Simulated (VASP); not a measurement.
# TiC (Fm-3m) in VASP: density of states with PBEsol

Aim: the density of states of TiC with PBEsol.

Program: VASP 6.6.1. These are calculated values, not measurements. Logs are shortened: lines on timing, memory, paths and dates and some standing lists are left out, and cuts for length are marked.

## 1. The cell of the first run

It takes space group Fm-3m (No. 225, cubic). Conventional cell: a = 4.369 Å, b = 4.369 Å, c = 4.369 Å, α = 90.00°, β = 90.00°, γ = 90.00°. Ti (site symmetry m-3m) has 6 C at 2.18 Å within 2.9 Å. C (site symmetry m-3m) has 6 Ti at 2.18 Å within 2.9 Å.

## 2. Density of states, PBEsol

POSCAR reads:

```
TiC
1.0
    0.0000000000      2.1842960000      2.1842960000
    2.1842960000      0.0000000000      2.1842960000
    2.1842960000      2.1842960000      0.0000000000
Ti C
1 1
Direct
    0.0000000000      0.0000000000      0.0000000000
    0.5000000000      0.5000000000      0.5000000000
```

INCAR.step1 reads:

```
PREC     = Accurate       # precision mode
ENCUT    = 520            # plane-wave cutoff, eV
EDIFF    = 1E-6           # SCF threshold, eV
ISMEAR   = 0              # smearing method
SIGMA    = 0.0147         # smearing width, eV
LREAL    = F              # projectors in reciprocal space
LASPH    = T              # aspherical terms in the spheres
NELM     = 100            # most SCF steps
ALGO     = Normal         # electronic algorithm
ISIF     = 2              # what is computed and relaxed
LWAVE    = F              # write WAVECAR
LCHARG   = T              # write CHGCAR
LMAXMIX  = 4              # l up to which the mixer works
GGA      = PS             # functional
NBANDS   = 15             # bands
```

KPOINTS.step1 reads:

```
Automatic mesh
0
Gamma
  10 10 10
```

INCAR.step2 reads:

```
PREC     = Accurate       # precision mode
ENCUT    = 520            # plane-wave cutoff, eV
EDIFF    = 1E-6           # SCF threshold, eV
ISMEAR   = -5             # smearing method
SIGMA    = 0.0147         # smearing width, eV
LREAL    = F              # projectors in reciprocal space
LASPH    = T              # aspherical terms in the spheres
NELM     = 100            # most SCF steps
ALGO     = Normal         # electronic algorithm
ISIF     = 2              # what is computed and relaxed
LWAVE    = F              # write WAVECAR
LCHARG   = F              # write CHGCAR
LMAXMIX  = 4              # l up to which the mixer works
GGA      = PS             # functional
LORBIT   = 11             # projections on sites
NBANDS   = 15             # bands
NEDOS    = 2001           # points of the DOS
ICHARG   = 11             # starting density
```

KPOINTS.step2 reads:

```
Automatic mesh
0
Gamma
  15 15 15
```

Potentials or basis: VASP PAW PBE potentials, release 64 (Ti_sv, C).

Started as:

```sh
> cat potpaw_PBE.64/Ti_sv/POTCAR potpaw_PBE.64/C/POTCAR > POTCAR
> cp INCAR.step1 INCAR
> cp KPOINTS.step1 KPOINTS
> mpirun -np 1 vasp_std > vasp.out
> cp INCAR.step2 INCAR
> cp KPOINTS.step2 KPOINTS
> mpirun -np 1 vasp_std > vasp.out
```

OUTCAR:

```text
PREC = Accurate
   ENCUT = 520
   EDIFF = 1E-6
   ISMEAR = -5
   LREAL = F
   LASPH = T
   NELM = 100
   ISIF = 2
   GGA = PS
   LORBIT = 11
   ICHARG = 11

 ion  position               nearest neighbor table
   1  0.000  0.000  0.000-   2 2.18   2 2.18   2 2.18   2 2.18   2 2.18   2 2.18
   2  0.500  0.500  0.500-   1 2.18   1 2.18   1 2.18   1 2.18   1 2.18   1 2.18

  LATTYP: Found a face centered cubic cell.
 ALAT       =     4.3685920000

  Lattice vectors:

 A1 = (   0.0000000000,   2.1842960000,   2.1842960000)
 A2 = (   2.1842960000,   0.0000000000,   2.1842960000)
 A3 = (   2.1842960000,   2.1842960000,   0.0000000000)

Analysis of symmetry for initial positions (statically):
=====================================================================
 Subroutine PRICEL returns:
 Original cell was already a primitive cell.

 Routine SETGRP: Setting up the symmetry group for a
 face centered cubic supercell.

 Subroutine GETGRP returns: Found 48 space group operations
 (whereof 48 operations were pure point group operations)
 out of a pool of 48 trial point group operations.

The static configuration has the point symmetry O_h .

Analysis of symmetry for dynamics (positions and initial velocities):
=====================================================================
 Subroutine PRICEL returns:
 Original cell was already a primitive cell.

 Routine SETGRP: Setting up the symmetry group for a
 face centered cubic supercell.

 Subroutine GETGRP returns: Found 48 space group operations
 (whereof 48 operations were pure point group operations)
 out of a pool of 48 trial point group operations.

The dynamic configuration has the point symmetry O_h .

 Subroutine INISYM returns: Found 48 space group operations
 (whereof 48 operations are pure point group operations),
 and found     1 'primitive' translations

----------------------------------------------------------------------------------------

                                     Primitive cell

  volume of cell :      20.8432

  direct lattice vectors                    reciprocal lattice vectors
     0.000000000  2.184296000  2.184296000    -0.228906705  0.228906705  0.228906705
     2.184296000  0.000000000  2.184296000     0.228906705 -0.228906705  0.228906705
     2.184296000  2.184296000  0.000000000     0.228906705  0.228906705 -0.228906705

  length of vectors
     3.089061027  3.089061027  3.089061027     0.396478043  0.396478043  0.396478043

  position of ions in fractional coordinates (direct lattice)
     0.000000000  0.000000000  0.000000000
     0.500000000  0.500000000  0.500000000

  ion indices of the primitive-cell ions
   primitive index   ion index
                 1           1
                 2           2

----------------------------------------------------------------------------------------

 KPOINTS: Automatic mesh

Automatic generation of k-mesh.
 Grid dimensions read from file:
 generate k-points for:   15   15   15

 Generating k-lattice:

  Cartesian coordinates                     Fractional coordinates (reciprocal lattice)
    -0.015260447  0.015260447  0.015260447     0.066666667  0.000000000  0.000000000
     0.015260447 -0.015260447  0.015260447     0.000000000  0.066666667  0.000000000
     0.015260447  0.015260447 -0.015260447     0.000000000  0.000000000  0.066666667

  Length of vectors
     0.026431870  0.026431870  0.026431870

  Shift w.r.t. Gamma in fractional coordinates (k-lattice)
     0.000000000  0.000000000  0.000000000

 TETIRR: Found    484 inequivalent tetrahedra from    20250

 Subroutine IBZKPT returns following result:
 ===========================================

 Found    120 irreducible k-points:

 Following reciprocal coordinates:
            Coordinates               Weight
  0.000000  0.000000  0.000000      1.000000
  0.066667  0.000000  0.000000      8.000000
  0.133333  0.000000  0.000000      8.000000
  0.200000  0.000000  0.000000      8.000000
  0.266667  0.000000  0.000000      8.000000
  0.333333  0.000000  0.000000      8.000000
[... 16 lines left out ...]
  0.133333  0.133333  0.000000      6.000000
  0.200000  0.133333  0.000000     24.000000
 [... further k-points ...]
   k-points           NKPTS =    120   k-points in BZ     NKDIM =    120   number of bands    NBANDS=     15
   number of dos      NEDOS =   2001   number of ions     NIONS =      2
   total plane-waves  NPLWV =  13824
   dimension x,y,z NGX =    24 NGY =   24 NGZ =   24
   dimension x,y,z NGXF=    48 NGYF=   48 NGZF=   48
   ions per type =               1   1
   NGX,Y,Z   is equivalent  to a cutoff of  12.92, 12.92, 12.92 a.u.
   NGXF,Y,Z  is equivalent  to a cutoff of  25.83, 25.83, 25.83 a.u.
 SYSTEM =  unknown system
   PREC   = accura    normal or accurate (medium, high low for compatibility)
   ISTART =      0    job   : 0-new  1-cont  2-samecut
   ICHARG =     11    charge: 1-file 2-atom 10-const
   ISPIN  =      1    spin polarized calculation?
   LNONCOLLINEAR =      F non collinear calculations
   LSORBIT =      F    spin-orbit coupling
   LASPH  =      T    aspherical Exc in radial PAW
   ENCUT  =  520.0 eV  38.22 Ry    6.18 a.u.   5.74  5.74  5.74*2*pi/ulx,y,z
   NELM   =    100;   NELMIN=  2; NELMDL=  0     # of ELM steps
   EDIFF  = 0.1E-05   stopping-criterion for ELM
   LREAL  =      F    real-space projection
   EDIFFG = 0.1E-04   stopping-criterion for IOM
   NSW    =      0    number of steps for IOM
   IBRION =     -1    ionic relax: 0-MD 1-quasi-New 2-CG
   NFREE  =      0    steps in history (QN), initial steepest desc. (CG)
   ISIF   =      2    stress and relaxation
   ISYM   =      2    0-nonsym 1-usesym 2-fastsym
   POTIM  = 0.5000    time-step for ionic-motion
   TEBEG  =    0.0;   TEEND  =   0.0 temperature during run
   PSTRESS=    0.0 pullay stress
   NELECT =      16.0000    total number of electrons
   NUPDOWN=      -1.0000    fix difference up-down
   EMIN   =  10.00;   EMAX   =-10.00  energy-range for DOS
   EFERMI =   0.00;   METHOD = LEGACY
   ISMEAR =    -5;   SIGMA  =   0.01  broadening in eV -4-tet -1-fermi 0-gaus
   EFERMI_NEDOS =   21; number of points for ismear=-14 and -15
   IALGO  =     38    algorithm
   IMIX   =      4    mixing-type and parameters
     AMIX     =   0.40;   BMIX     =  1.00
     AMIX_MAG =   1.60;   BMIX_MAG =  1.00
  volume/ion in A,a.u.               =      10.42        70.33
  Fermi-wavevector in a.u.,A,eV,Ry     =   1.498971  2.832645 30.571137  2.246915
  Thomas-Fermi vector in A             =   2.610661
   LORBIT       =     11    0 simple, 1 ext, 2 COOP (PROOUT), +10 PAW based schemes
   GGA     = PS    functional components
   LHFCALC =     F    Hartree Fock is set to
   AEXX    =    0.0000 exact exchange contribution
   IVDW    =     0    specifies the selected vdW correction
   LEPSILON=     F    determine dielectric tensor
   LRPA    =     F    only Hartree local field effects (RPA)
 non-spin polarized calculation
 Fermi weights with tetrahedron method with Bloechl corrections
  energy-cutoff  :      520.00
  volume of cell :       20.84
 maximum number of plane-waves:       572

 number of electron      15.9999996 magnetization

 Free energy of the ion-electron system (eV)
  ---------------------------------------------------
  ext. energy  EPLUGINS =         0.00000000
  ---------------------------------------------------
  free energy    TOTEN  =       -19.76080985 eV

  energy without entropy =      -19.76080985  energy(sigma->0) =      -19.76080985

 E-fermi :   9.0236     XC(G=0): -12.7278

 val. band max:        9.0673500894   @ k =   0.0667   0.0667   0.0000
 cond. band min:       8.9752605730   @ k =   0.3333   0.2667   0.0000
 fundamental gap:     -0.0920895164
 Fermi energy:         9.0235828031

 k-point     1 :       0.0000    0.0000    0.0000
  band No.  band energies     occupation
      1     -47.4049      2.00000
      2     -23.5438      2.00000
      3     -23.5438      2.00000
      4     -23.5438      2.00000
      5      -3.2426      2.00000
      6       9.6553      0.00000
      7       9.6553      0.00000
      8       9.6553      0.00000
      9      10.6726      0.00000
     10      10.6726      0.00000
     11      10.6774      0.00000
     12      10.6774      0.00000
     13      10.6774      0.00000
     14      19.1068      0.00000
     15      22.8272      0.00000

 k-point     2 :       0.0667    0.0000    0.0000
  band No.  band energies     occupation
      1     -47.4021      2.00000
      2     -23.5644      2.00000
      3     -23.5458      2.00000
      4     -23.5458      2.00000
      5      -3.1445      2.00000
      6       9.1851      0.81476
      7       9.4322     -0.02822
      8       9.4322     -0.13905
      9       9.9911      0.00000
     10       9.9911      0.00000
     11      10.9140      0.00000
     12      11.7242      0.00000
     13      11.7242      0.00000
     14      19.2904      0.00000
     15      22.8605      0.00000
[... 365 lines left out ...]
      3     -23.5698      2.00000
      4     -23.5698      2.00000
      5      -2.7471      2.00000
      6       7.5668      2.00045
      7       8.9489      1.93284
      8       8.9489      1.91908
      9       9.2016      0.01913
     10      10.8222      0.00000
     11      11.7713      0.00000
     12      11.7713      0.00000
     13      13.4885      0.00000
     14      20.0858      0.00000
     15      23.0227      0.00000

 k-point    24 :       0.2000    0.1333    0.0000
  band No.  band energies     occupation
      1     -47.3814      2.00000
      2     -23.6708      2.00000
      3     -23.5824      2.00000
      4     -23.5774      2.00000
      5      -2.4342      2.00000
      6       6.8565      2.00000
      7       8.3200      2.00000
      8       8.5960      2.00000
      9       9.4043     -0.02003
     10      10.8723      0.00000
     11      12.0316      0.00000
     12      12.4203      0.00000
     13      14.1807      0.00000
     14      20.5604      0.00000
     15      23.0013      0.00000

 [... further k-points ...]

------------------------ aborting loop because EDIFF is reached ----------------------------------------

  FORCE on cell =-STRESS in cart. coord.  units (eV):
  Direction    XX          YY          ZZ          XY          YZ          ZX
  --------------------------------------------------------------------------------------
  -------------------------------------------------------------------------------------
  Total       -1.5671785     -1.5671785     -1.5671785      0.0000000      0.0000000     -0.0000000
  in kB     -120.4660218   -120.4660218   -120.4660218      0.0000000      0.0000000     -0.0000000
  external PRESSURE =    -120.4660218 kB  Pullay stress =       0.0000000 kB

 VOLUME and BASIS-vectors are now :
 -----------------------------------------------------------------------------
  energy-cutoff  :      520.00
  volume of cell :       20.84
      direct lattice vectors                 reciprocal lattice vectors
     0.000000000  2.184296000  2.184296000    -0.228906705  0.228906705  0.228906705
     2.184296000  0.000000000  2.184296000     0.228906705 -0.228906705  0.228906705
     2.184296000  2.184296000  0.000000000     0.228906705  0.228906705 -0.228906705

 POSITION                                       TOTAL-FORCE (eV/Angst)
 -----------------------------------------------------------------------------------
      0.00000      0.00000      0.00000         0.000000     -0.000000      0.000000
      2.18430      2.18430      2.18430        -0.000000      0.000000     -0.000000
 -----------------------------------------------------------------------------------
    total drift:                                0.000000     -0.000000     -0.000000

  FREE ENERGIE OF THE ION-ELECTRON SYSTEM (eV)
  ---------------------------------------------------
  free  energy   TOTEN  =       -19.7608098519 eV

  energy  without entropy=      -19.7608098519  energy(sigma->0) =      -19.76080985

 total charge

# of ion       s       p       d       tot
------------------------------------------
    1        2.195   6.236   1.935  10.366
    2        0.886   1.475   0.000   2.361
--------------------------------------------------
tot          3.081   7.710   1.935  12.727
```

Run time: 54 s. Hardware: 1 thread of AMD EPYC 7R13, shared host; peak memory 0.13 GiB.

Results:

```
Valence electrons inside the program's atomic spheres : Ti 10.37; C 2.36
```

Caveat: the PAW data sets were made with another functional, which shifts forces and pressure a little; tetrahedron occupations give inexact forces and stress in metals.
